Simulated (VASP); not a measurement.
# Mg (P6_3/mmc) in VASP: notebook

The runs below take Mg through single point, relaxation of cell and atoms, with LDA.

All numbers are computed with VASP 6.6.1; they aren't measurements. Logs are shortened: lines on timing, memory, paths and dates and some standing lists are left out, and cuts for length are marked.

**1. The cell of the first run**

The structure is hexagonal, space group P6_3/mmc (No. 194). The conventional cell has a = 3.086 Å, b = 3.086 Å, c = 5.284 Å, α = 90.00°, β = 90.00°, γ = 120.00°. Mg (site symmetry -6m2) has 12 Mg at 3.09 to 3.19 Å within 4.1 Å.

**2. Single point, LDA**

INCAR reads:

```
SYSTEM = Mg
PREC     = Accurate       ! precision mode
ENCUT    = 520            ! plane-wave cutoff, eV
EDIFF    = 1E-6           ! SCF threshold, eV
ISMEAR   = 0              ! smearing method
SIGMA    = 0.05           ! smearing width, eV
LREAL    = .FALSE.        ! projectors in reciprocal space
LASPH    = .TRUE.         ! aspherical terms in the spheres
NELM     = 60             ! most SCF steps
ALGO     = Normal         ! electronic algorithm
ISIF     = 2              ! what is computed and relaxed
LWAVE    = .FALSE.        ! write WAVECAR
LCHARG   = .FALSE.        ! write CHGCAR
GGA      = CA             ! functional
NBANDS   = 9              ! bands
```

KPOINTS reads:

```
Automatic mesh
0
G
  7 7 4
  0 0 0
```

POSCAR reads:

```
Mg
1.0
    3.0860250438      0.0000000000      0.0000000000
   -1.5430125219      2.6725760846      0.0000000000
    0.0000000000      0.0000000000      5.2841680044
Mg
2
Direct
    0.3333333333      0.6666666667      0.2500000000
    0.6666666667      0.3333333333      0.7500000000
```

Potentials or basis: VASP PAW LDA potentials, release 64 (Mg).

Launch:

```console
> cat potpaw_LDA.64/Mg/POTCAR > POTCAR
> mpirun -np 1 vasp_std > vasp.out
```

OUTCAR:

```text
SYSTEM = Mg
   PREC = Accurate
   ENCUT = 520
   EDIFF = 1E-6
   ISMEAR = 0
   LREAL = .FALSE.
   LASPH = .TRUE.
   NELM = 60
   ISIF = 2
   GGA = CA

 ion  position               nearest neighbor table
   1  0.333  0.667  0.250-   2 3.19   2 3.19   2 3.19   2 3.19   2 3.19   2 3.19
   2  0.667  0.333  0.750-   1 3.19   1 3.19   1 3.19   1 3.19   1 3.19   1 3.19

  LATTYP: Found a hexagonal cell.
 ALAT       =     3.0860250438
 C/A-ratio  =     1.7122894109

  Lattice vectors:

 A1 = (   3.0860250438,   0.0000000000,   0.0000000000)
 A2 = (  -1.5430125219,   2.6725760846,   0.0000000000)
 A3 = (   0.0000000000,   0.0000000000,   5.2841680044)

Analysis of symmetry for initial positions (statically):
=====================================================================
 Subroutine PRICEL returns:
 Original cell was already a primitive cell.

 Routine SETGRP: Setting up the symmetry group for a
 hexagonal supercell.

 Subroutine GETGRP returns: Found 24 space group operations
 (whereof 12 operations were pure point group operations)
 out of a pool of 24 trial point group operations.

The static configuration has the point symmetry D_3d.
 The point group associated with its full space group is D_6h.

Analysis of symmetry for dynamics (positions and initial velocities):
=====================================================================
 Subroutine PRICEL returns:
 Original cell was already a primitive cell.

 Routine SETGRP: Setting up the symmetry group for a
 hexagonal supercell.

 Subroutine GETGRP returns: Found 24 space group operations
 (whereof 12 operations were pure point group operations)
 out of a pool of 24 trial point group operations.

The dynamic configuration has the point symmetry D_3d.
 The point group associated with its full space group is D_6h.

 Subroutine INISYM returns: Found 24 space group operations
 (whereof 12 operations are pure point group operations),
 and found     1 'primitive' translations

----------------------------------------------------------------------------------------

                                     Primitive cell

  volume of cell :      43.5819

  direct lattice vectors                    reciprocal lattice vectors
     3.086025044  0.000000000  0.000000000     0.324041440  0.187085413  0.000000000
    -1.543012522  2.672576085  0.000000000     0.000000000  0.374170826  0.000000000
[... 89 lines left out ...]
   NFREE  =      0    steps in history (QN), initial steepest desc. (CG)
   ISIF   =      2    stress and relaxation
   ISYM   =      2    0-nonsym 1-usesym 2-fastsym
   POTIM  = 0.5000    time-step for ionic-motion
   TEBEG  =    0.0;   TEEND  =   0.0 temperature during run
   PSTRESS=    0.0 pullay stress
   NELECT =       4.0000    total number of electrons
   NUPDOWN=      -1.0000    fix difference up-down
   EMIN   =  10.00;   EMAX   =-10.00  energy-range for DOS
   EFERMI =   0.00;   METHOD = LEGACY
   ISMEAR =     0;   SIGMA  =   0.05  broadening in eV -4-tet -1-fermi 0-gaus
   EFERMI_NEDOS =   21; number of points for ismear=-14 and -15
   IALGO  =     38    algorithm
   IMIX   =      4    mixing-type and parameters
     AMIX     =   0.40;   BMIX     =  1.00
     AMIX_MAG =   1.60;   BMIX_MAG =  1.00
  volume/ion in A,a.u.               =      21.79       147.05
  Fermi-wavevector in a.u.,A,eV,Ry     =   0.738459  1.395484  7.419543  0.545321
  Thomas-Fermi vector in A             =   1.832386
   LORBIT       =      0    0 simple, 1 ext, 2 COOP (PROOUT), +10 PAW based schemes
   GGA     = CA    functional components
   LHFCALC =     F    Hartree Fock is set to
   AEXX    =    0.0000 exact exchange contribution
   IVDW    =     0    specifies the selected vdW correction
   LEPSILON=     F    determine dielectric tensor
   LRPA    =     F    only Hartree local field effects (RPA)
 non-spin polarized calculation
 Gauss-broadening in eV      SIGMA  =   0.05
  energy-cutoff  :      520.00
  volume of cell :       43.58
 maximum number of plane-waves:      1192
 NGX is ok and might be reduce to    24
   NGX = 11   NGY = 11   NGZ = 19

 number of electron       4.0000000 magnetization

 Free energy of the ion-electron system (eV)
  ---------------------------------------------------
  ext. energy  EPLUGINS =         0.00000000
  ---------------------------------------------------
  free energy    TOTEN  =        -3.65326710 eV

  energy without entropy =       -3.65251384  energy(sigma->0) =       -3.65289047

 E-fermi :   2.7394     XC(G=0):  -8.8475

 val. band max:        2.6916165751   @ k =   0.4286   0.1429   0.5000
 cond. band min:       2.8308816322   @ k =   0.4286   0.0000   0.2500
 fundamental gap:      0.1392650571
 Fermi energy:         2.7394203200

 k-point     1 :       0.0000    0.0000    0.0000
  band No.  band energies     occupation
      1      -4.4010      2.00000
      2       0.7422      2.00000
      3       0.9747      2.00000
      4      14.2877      0.00000
      5      14.5226      0.00000
      6      14.5226      0.00000
      7      14.8029      0.00000
      8      14.8029      0.00000
      9      16.1423      0.00000
[... 265 lines left out ...]
 k-point    24 :       0.2857    0.2857    0.5000
  band No.  band energies     occupation
      1       1.8476      2.00000
      2       1.8476      2.00000
      3       4.3341      0.00000
      4       4.3341      0.00000
      5       5.3336      0.00000
      6       5.3336      0.00000
      7      12.0856      0.00000
      8      12.0856      0.00000
      9      14.3771      0.00000

------------------------ aborting loop because EDIFF is reached ----------------------------------------

  FORCE on cell =-STRESS in cart. coord.  units (eV):
  Direction    XX          YY          ZZ          XY          YZ          ZX
  --------------------------------------------------------------------------------------
  -------------------------------------------------------------------------------------
  Total       -0.0858783     -0.0858783     -0.0892584      0.0000000      0.0000000     -0.0000000
  in kB       -3.1570966     -3.1570966     -3.2813584      0.0000000      0.0000000     -0.0000000
  external PRESSURE =      -3.1985172 kB  Pullay stress =       0.0000000 kB

 VOLUME and BASIS-vectors are now :
 -----------------------------------------------------------------------------
  energy-cutoff  :      520.00
  volume of cell :       43.58
      direct lattice vectors                 reciprocal lattice vectors
     3.086025044  0.000000000  0.000000000     0.324041440  0.187085413  0.000000000
    -1.543012522  2.672576085  0.000000000     0.000000000  0.374170826  0.000000000
     0.000000000  0.000000000  5.284168004     0.000000000  0.000000000  0.189244551

 POSITION                                       TOTAL-FORCE (eV/Angst)
 -----------------------------------------------------------------------------------
     -0.00000      1.78172      1.32104        -0.000000      0.000000      0.000000
      1.54301      0.89086      3.96313         0.000000      0.000000      0.000000
 -----------------------------------------------------------------------------------
    total drift:                                0.000000     -0.000000      0.000000

  FREE ENERGIE OF THE ION-ELECTRON SYSTEM (eV)
  ---------------------------------------------------
  free  energy   TOTEN  =        -3.6532671039 eV

  energy  without entropy=       -3.6525138434  energy(sigma->0) =       -3.65289047
```

Wall time 9.7 s (1 thread of Intel Xeon 8259CL, shared host); peak memory 0.14 GiB.

Results:

* Free energy: -3.6533 eV
* Pressure: -0.3 GPa
* Band gap on the k mesh: zero (bands 2 and 3 overlap by 2.48 eV)

**3. Relaxation of cell and atoms, LDA**

This run uses another cell than the first one, of 23.24 Å³/atom.

INCAR reads:

```
PREC = Accurate ; ENCUT = 600
EDIFF = 1E-6 ; ISMEAR = 0
SIGMA = 0.05 ; LREAL = False
LASPH = True ; NELM = 60
ALGO = Normal ; ISIF = 3
LWAVE = False ; LCHARG = False
IBRION = 2 ; NSW = 80
EDIFFG = -0.03
```

KPOINTS reads:

```
Automatic mesh
0
Gamma
  7 7 4
```

POSCAR reads:

```
Mg
1.0
    3.2093000000      0.0000000000      0.0000000000
   -1.6046500000      2.7793353284      0.0000000000
    0.0000000000      0.0000000000      5.2103000000
Mg
2
Direct
    0.3333333333      0.6666666667      0.2500000000
    0.6666666667      0.3333333333      0.7500000000
```

Potentials or basis: VASP PAW LDA potentials, release 64 (Mg).

Launch:

```console
> cat potpaw_LDA.64/Mg/POTCAR > POTCAR
> mpirun -np 1 vasp_std > vasp.out
```

It took 31 s on 1 thread of Intel Xeon 8259CL, shared host; peak memory 0.16 GiB.

The run converged. Its results:

| Property | Result |
| --- | --- |
| Free energy | -3.6537 eV |
| Relaxed volume | 21.65 Å³/atom |
| Relaxed cell | a = 3.080 Å, b = 3.080 Å, c = 5.270 Å, α = 90.00°, β = 90.00°, γ = 120.00° |
| Space group after relaxing (to 0.1 Å) | P6_3/mmc (No. 194) |
| Energy gained by relaxing | 21.2 meV/atom |
| Ionic steps | 7 |
| Pressure after relaxing | -0.1 GPa |
| Band gap on the k mesh | zero (bands 2 and 3 overlap by 2.48 eV) |

Step by step:
| step | energy change (eV) | largest force (eV/Å) | pressure (GPa) | volume (Å³) |
| --- | --- | --- | --- | --- |
| 1 | 0.0000 | 0.0000 | -2.64 | 46.47 |
| 2 | -0.0356 | 0.0000 | -0.76 | 43.94 |
| 3 | -0.0384 | 0.0000 | -0.03 | 43.17 |
| 4 | -0.0387 | 0.0000 | 0.22 | 42.92 |
| 5 | -0.0387 | 0.0000 | 0.29 | 42.85 |
| 6 | -0.0404 | 0.0000 | 0.16 | 43.01 |
| 7 | -0.0423 | 0.0000 | -0.05 | 43.29 |

Final structure:
```yaml
crystal:
  lattice:
    - [3.07982, 0.00000, 0.00000]
    - [-1.53991, 2.66720, 0.00000]
    - [0.00000, 0.00000, 5.27027]
  atoms:
    - { symbol: Mg, position: [0.33333, 0.66667, 0.25000] }
    - { symbol: Mg, position: [0.66667, 0.33333, 0.75000] }
```

Levels at points of the mesh, in eV from the Fermi level:
| k point | band 1 | band 2 | band 3 | band 4 | band 5 | band 6 |
| --- | --- | --- | --- | --- | --- | --- |
| (0.00, 0.00, 0.00) | -7.17 | -2.01 | -1.76 | 11.60 | 11.82 | 11.82 |
| (0.00, 0.00, 0.50) | -5.82 | -5.82 | 4.39 | 4.39 | 12.51 | 12.51 |

LDA usually gives volumes a few per cent too small. Zero-point motion and thermal expansion aren't in these numbers.
